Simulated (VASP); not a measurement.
# AlCo (Pm-3m) in VASP: notebook

AlCo is run at these levels: LDA; tasks: vibrations by perturbation theory.

Program: VASP 6.6.1. These are calculated values, not measurements. Logs are shortened: lines on timing, memory, paths and dates and some standing lists are left out, and cuts for length are marked.

## Step 1: The cell of the first run

The structure is cubic, space group Pm-3m (No. 221). The conventional cell has a = 2.780 Å, b = 2.780 Å, c = 2.780 Å, α = 90.00°, β = 90.00°, γ = 90.00°. Within 3.2 Å of Al (site symmetry m-3m) lie 8 Co at 2.41 Å and 6 Al at 2.78 Å. Co (site symmetry m-3m) has 8 Al at 2.41 Å and 6 Co at 2.78 Å within 3.2 Å.

## Step 2: Vibrations by perturbation theory, LDA (10.74 Å³/atom)

INCAR reads:

```
SYSTEM = AlCo
PREC     = Accurate       ! precision mode
ENCUT    = 520            ! plane-wave cutoff, eV
EDIFF    = 1E-8           ! SCF threshold, eV
ISMEAR   = -1             ! smearing method
SIGMA    = 0.05           ! smearing width, eV
LREAL    = .False.        ! projectors in reciprocal space
LASPH    = .True.         ! aspherical terms in the spheres
NELM     = 60             ! most SCF steps
ALGO     = Normal         ! electronic algorithm
ISIF     = 2              ! what is computed and relaxed
LWAVE    = .False.        ! write WAVECAR
LCHARG   = .False.        ! write CHGCAR
NBANDS   = 13             ! bands
IBRION   = 8              ! ionic algorithm
NSW      = 1              ! ionic steps
```

KPOINTS reads:

```
Automatic mesh
0
Gamma
  12 12 12
  0 0 0
```

POSCAR reads:

```
AlCo
1.0
    2.7798916023      0.0000000000      0.0000000000
    0.0000000000      2.7798916023      0.0000000000
    0.0000000000      0.0000000000      2.7798916023
Al Co
1 1
Direct
    0.0000000000      0.0000000000      0.0000000000
    0.5000000000      0.5000000000      0.5000000000
```

Potentials or basis: VASP PAW LDA potentials, release 64 (Al, Co).

Started as:

```bash
cat potpaw_LDA.64/Al/POTCAR potpaw_LDA.64/Co/POTCAR > POTCAR
mpirun -np 1 vasp_std > vasp.out
```

OUTCAR:

```text
SYSTEM = AlCo
   PREC = Accurate
   ENCUT = 520
   EDIFF = 1E-8
   ISMEAR = -1
   LREAL = .False.
   LASPH = .True.
   NELM = 60
   ISIF = 2
   IBRION = 8
   NSW = 1

 ion  position               nearest neighbor table
   1  0.000  0.000  0.000-   2 2.41   2 2.41   2 2.41   2 2.41   2 2.41   2 2.41   2 2.41   2 2.41

   2  0.500  0.500  0.500-   1 2.41   1 2.41   1 2.41   1 2.41   1 2.41   1 2.41   1 2.41   1 2.41

  LATTYP: Found a simple cubic cell.
 ALAT       =     2.7798916023

  Lattice vectors:

 A1 = (   2.7798916023,   0.0000000000,   0.0000000000)
 A2 = (   0.0000000000,   2.7798916023,   0.0000000000)
 A3 = (   0.0000000000,   0.0000000000,   2.7798916023)

Analysis of symmetry for initial positions (statically):
=====================================================================
 Subroutine PRICEL returns:
 Original cell was already a primitive cell.

 Routine SETGRP: Setting up the symmetry group for a
 simple cubic supercell.

 Subroutine GETGRP returns: Found 48 space group operations
 (whereof 48 operations were pure point group operations)
 out of a pool of 48 trial point group operations.

The static configuration has the point symmetry O_h .

Analysis of symmetry for dynamics (positions and initial velocities):
=====================================================================
 Subroutine PRICEL returns:
 Original cell was already a primitive cell.

 Routine SETGRP: Setting up the symmetry group for a
 simple cubic supercell.

 Subroutine GETGRP returns: Found 48 space group operations
 (whereof 48 operations were pure point group operations)
 out of a pool of 48 trial point group operations.

The dynamic configuration has the point symmetry O_h .

 Subroutine INISYM returns: Found 48 space group operations
 (whereof 48 operations are pure point group operations),
 and found     1 'primitive' translations

----------------------------------------------------------------------------------------

                                     Primitive cell

  volume of cell :      21.4824

  direct lattice vectors                    reciprocal lattice vectors
     2.779891602  0.000000000  0.000000000     0.359726257  0.000000000  0.000000000
     0.000000000  2.779891602  0.000000000     0.000000000  0.359726257  0.000000000
     0.000000000  0.000000000  2.779891602     0.000000000  0.000000000  0.359726257

  length of vectors
     2.779891602  2.779891602  2.779891602     0.359726257  0.359726257  0.359726257

  position of ions in fractional coordinates (direct lattice)
     0.000000000  0.000000000  0.000000000
     0.500000000  0.500000000  0.500000000

  ion indices of the primitive-cell ions
   primitive index   ion index
                 1           1
                 2           2

----------------------------------------------------------------------------------------

 KPOINTS: Automatic mesh

Automatic generation of k-mesh.
 Grid dimensions read from file:
 generate k-points for:   12   12   12

 Generating k-lattice:

  Cartesian coordinates                     Fractional coordinates (reciprocal lattice)
     0.029977188  0.000000000  0.000000000     0.083333333  0.000000000  0.000000000
     0.000000000  0.029977188  0.000000000     0.000000000  0.083333333  0.000000000
     0.000000000  0.000000000  0.029977188     0.000000000  0.000000000  0.083333333

  Length of vectors
     0.029977188  0.029977188  0.029977188

  Shift w.r.t. Gamma in fractional coordinates (k-lattice)
     0.000000000  0.000000000  0.000000000

 Subroutine IBZKPT returns following result:
 ===========================================

 Found     84 irreducible k-points:

 Following reciprocal coordinates:
            Coordinates               Weight
  0.000000  0.000000  0.000000      1.000000
  0.083333  0.000000  0.000000      6.000000
  0.166667  0.000000  0.000000      6.000000
  0.250000  0.000000  0.000000      6.000000
  0.333333  0.000000  0.000000      6.000000
  0.416667  0.000000  0.000000      6.000000
[... 16 lines left out ...]
  0.333333  0.333333  0.000000     12.000000
  0.416667  0.333333  0.000000     24.000000
 [... further k-points ...]
   k-points           NKPTS =     84   k-points in BZ     NKDIM =     84   number of bands    NBANDS=     13
   number of dos      NEDOS =    301   number of ions     NIONS =      2
   total plane-waves  NPLWV =  13824
[... 26 lines left out ...]
   NELECT =      12.0000    total number of electrons
   NUPDOWN=      -1.0000    fix difference up-down
   EMIN   =  10.00;   EMAX   =-10.00  energy-range for DOS
   EFERMI =   0.00;   METHOD = LEGACY
   ISMEAR =    -1;   SIGMA  =   0.05  broadening in eV -4-tet -1-fermi 0-gaus
   EFERMI_NEDOS =   21; number of points for ismear=-14 and -15
   IALGO  =     38    algorithm
   IMIX   =      4    mixing-type and parameters
     AMIX     =   0.40;   BMIX     =  1.00
     AMIX_MAG =   1.60;   BMIX_MAG =  1.00
  volume/ion in A,a.u.               =      10.74        72.49
  Fermi-wavevector in a.u.,A,eV,Ry     =   1.348261  2.547844 24.732785  1.817808
  Thomas-Fermi vector in A             =   2.475945
   LORBIT       =      0    0 simple, 1 ext, 2 COOP (PROOUT), +10 PAW based schemes
   GGA     = CA    functional components
   LHFCALC =     F    Hartree Fock is set to
   AEXX    =    0.0000 exact exchange contribution
   IVDW    =     0    specifies the selected vdW correction
   LEPSILON=     F    determine dielectric tensor
   LRPA    =     F    only Hartree local field effects (RPA)
 non-spin polarized calculation
  energy-cutoff  :      520.00
  volume of cell :       21.48
 maximum number of plane-waves:       592
 NGX is ok and might be reduce to    24
   NGX = 11   NGY = 11   NGZ = 11

--------------------------------------- Ionic step        1  -------------------------------------------

 number of electron      12.0000003 magnetization

 Free energy of the ion-electron system (eV)
  ---------------------------------------------------
  ext. energy  EPLUGINS =         0.00000000
  ---------------------------------------------------
  free energy    TOTEN  =       -13.70840814 eV

  energy without entropy =      -13.70188504  energy(sigma->0) =      -13.70514659

 E-fermi :  11.3350     XC(G=0): -12.8816

 val. band max:       11.3338350757   @ k =   0.5000   0.4167   0.1667
 cond. band min:      11.3397931915   @ k =   0.5000   0.3333   0.0000
 fundamental gap:      0.0059581158
 Fermi energy:        11.3349823931

 k-point     1 :       0.0000    0.0000    0.0000
  band No.  band energies     occupation
      1      -0.1886      2.00000
      2       7.9946      2.00000
      3       7.9946      2.00000
      4      10.4343      2.00000
      5      10.4343      2.00000
      6      10.4343      2.00000
      7      17.6620      0.00000
      8      17.6620      0.00000
      9      17.6620      0.00000
     10      20.4667      0.00000
     11      20.4667      0.00000
     12      27.8220      0.00000
     13      33.7615      0.00000
[... 354 lines left out ...]
  band No.  band energies     occupation
      1       4.7214      2.00000
      2       6.9093      2.00000
      3       8.5600      2.00000
      4       9.1354      2.00000
      5       9.6762      2.00000
      6       9.8693      2.00000
      7      11.5561      0.02374
      8      15.0224      0.00000
      9      17.0837      0.00000
     10      23.6741      0.00000
     11      25.2206      0.00000
     12      26.4021      0.00000
     13      28.4472      0.00000

 [... further k-points ...]

------------------------ aborting loop because EDIFF is reached ----------------------------------------

  FORCE on cell =-STRESS in cart. coord.  units (eV):
  Direction    XX          YY          ZZ          XY          YZ          ZX
  --------------------------------------------------------------------------------------
  -------------------------------------------------------------------------------------
  Total        0.4828682      0.4828682      0.4828682      0.0000000      0.0000000      0.0000000
  in kB       36.0126941     36.0126941     36.0126941      0.0000000      0.0000000      0.0000000
  external PRESSURE =      36.0126941 kB  Pullay stress =       0.0000000 kB

 VOLUME and BASIS-vectors are now :
 -----------------------------------------------------------------------------
  energy-cutoff  :      520.00
  volume of cell :       21.48
      direct lattice vectors                 reciprocal lattice vectors
     2.779891602  0.000000000  0.000000000     0.359726257  0.000000000  0.000000000
     0.000000000  2.779891602  0.000000000     0.000000000  0.359726257  0.000000000
     0.000000000  0.000000000  2.779891602     0.000000000  0.000000000  0.359726257

 POSITION                                       TOTAL-FORCE (eV/Angst)
 -----------------------------------------------------------------------------------
      0.00000      0.00000      0.00000         0.000000      0.000000      0.000000
      1.38995      1.38995      1.38995         0.000000      0.000000      0.000000
 -----------------------------------------------------------------------------------
    total drift:                                0.000000     -0.000000     -0.000000

  FREE ENERGIE OF THE ION-ELECTRON SYSTEM (eV)
  ---------------------------------------------------
  free  energy   TOTEN  =       -13.7084081408 eV

  energy  without entropy=      -13.7018850378  energy(sigma->0) =      -13.70514659

[... ionic steps 2 to 3 ...]

--------------------------------------- Ionic step        4  -------------------------------------------

------------------------ aborting loop because EDIFF is reached ----------------------------------------

[... ionic steps 5 to 6 ...]

--------------------------------------- Ionic step        7  -------------------------------------------

 Free energy of the ion-electron system (eV)
  ---------------------------------------------------
  ---------------------------------------------------
  free energy    TOTEN  =        -0.16953864 eV

  energy without entropy =       -0.16953864

------------------------ aborting loop because EDIFF is reached ----------------------------------------

 INTERNAL STRAIN TENSOR  FOR ION    2  DIRECTION 1   (eV/Angst):
 -----------------------------------------------------------------------------
     0.02970  0.00000  0.00000
     0.00000  0.01110 -0.00000
     0.00000 -0.00000  0.01110

 INTERNAL STRAIN TENSOR FOR ION    2 for displacements in x,y,z  (eV/Angst):
          X           Y           Z          XY          YZ          ZX
  --------------------------------------------------------------------------------
  x     0.00000     0.00000     0.00000     0.00000     0.00000     0.00000
  y     0.00000     0.00000     0.00000     0.00000     0.00000     0.00000
  z     0.00000     0.00000     0.00000     0.00000     0.00000     0.00000

 SECOND DERIVATIVES (NOT SYMMETRIZED)
 ------------------------------------
               1X          1Y          1Z          2X          2Y          2Z
  1X    -8.682638   -0.000000   -0.000000    8.682638    0.000000    0.000000
  1Y    -0.000000   -8.682638   -0.000000    0.000000    8.682638    0.000000
  1Z    -0.000000   -0.000000   -8.682638    0.000000    0.000000    8.682638
  2X     8.693302    0.000000   -0.000000   -8.693302   -0.000000    0.000000
  2Y    -0.000000    8.693302   -0.000000    0.000000   -8.693302    0.000000
  2Z    -0.000000   -0.000000    8.693302    0.000000    0.000000   -8.693302

 Eigenvectors and eigenvalues of the dynamical matrix
 ----------------------------------------------------

   1 f  =   10.709865 THz    67.292067 2PiTHz  357.242646 cm-1    44.292423 meV
             X         Y         Z           dx          dy          dz
      0.000000  0.000000  0.000000    -0.828063   -0.000000   -0.000000
      1.389946  1.389946  1.389946     0.560635    0.000000    0.000000
[... 21 lines left out ...]
   6 f/i=    0.003051 THz     0.019172 2PiTHz    0.101783 cm-1     0.012620 meV
             X         Y         Z           dx          dy          dz
      0.000000  0.000000  0.000000    -0.000000   -0.396428   -0.396429
      1.389946  1.389946  1.389946    -0.000000   -0.585529   -0.585529

--------------------------------------------------------------------------------------------------------

 ELASTIC MODULI CONTR FROM IONIC RELAXATION (kBar)
 Direction    XX          YY          ZZ          XY          YZ          ZX
 --------------------------------------------------------------------------------
 XX           0.0000      0.0000      0.0000      0.0000      0.0000      0.0000
 YY           0.0000      0.0000      0.0000      0.0000      0.0000      0.0000
 ZZ           0.0000      0.0000      0.0000      0.0000      0.0000      0.0000
 XY           0.0000      0.0000      0.0000      0.0000      0.0000      0.0000
 YZ           0.0000      0.0000      0.0000      0.0000      0.0000      0.0000
 ZX           0.0000      0.0000      0.0000      0.0000      0.0000      0.0000
 --------------------------------------------------------------------------------
```

Wall time 97 s (1 thread of Intel Xeon Platinum 8488C (Sapphire Rapids), shared host); peak memory 0.26 GiB.

Results:

```yaml
Highest_phonon_frequency_at_Γ: 357 cm⁻¹
```

Phonon frequencies in cm⁻¹ (negative: imaginary):
| q point | frequencies |
| --- | --- |
| (0.000, 0.000, 0.000) | 0 0 0 357 357 357 |

Caveat: the cell stands under pressure or tension, which shifts response properties; the run has no spin polarisation, though such a crystal can be magnetic. Spin polarisation is off, so any magnetic state and its effect on volume and gap are missing.

[end of part 1 of 3]
